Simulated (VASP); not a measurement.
A run of VASP 6.6.1 is set up as follows.

The input INCAR:

```
SYSTEM = SiB3W
PREC = Accurate
ENCUT = 500
EDIFF = 1E-6
ISMEAR = 0
SIGMA = 0.1
LREAL = .False.
LASPH = .True.
NELM = 120
ALGO = Normal
ISIF = 2
LWAVE = .False.
LCHARG = .False.
GGA = PE
NBANDS = 22
GGA_COMPAT = .False.
```

The input KPOINTS:

```
regular mesh
0
Gamma
  10 10 10
  0 0 0
```

Contents of POSCAR:

```
SiB3W
1.0
    3.8310887729      0.0000000000      0.0000000000
    0.0000000000      3.8310887729      0.0000000000
    0.0000000000      0.0000000000      3.8310887729
Si B W
1 3 1
Direct
    0.5000000000      0.5000000000      0.5000000000
    0.0000000000      0.5000000000      0.5000000000
    0.5000000000      0.0000000000      0.5000000000
    0.5000000000      0.5000000000      0.0000000000
    0.0000000000      0.0000000000      0.0000000000
```

Potentials or basis: VASP PAW PBE potentials, release 64 (Si, B, W_sv).

Run with:

```sh
$ cat potpaw_PBE.64/Si/POTCAR potpaw_PBE.64/B/POTCAR potpaw_PBE.64/W_sv/POTCAR > POTCAR
$ mpirun -np 1 vasp_std > vasp.out
```

**Question.** Predict the pressure.

**Answer.** 0.0 GPa.
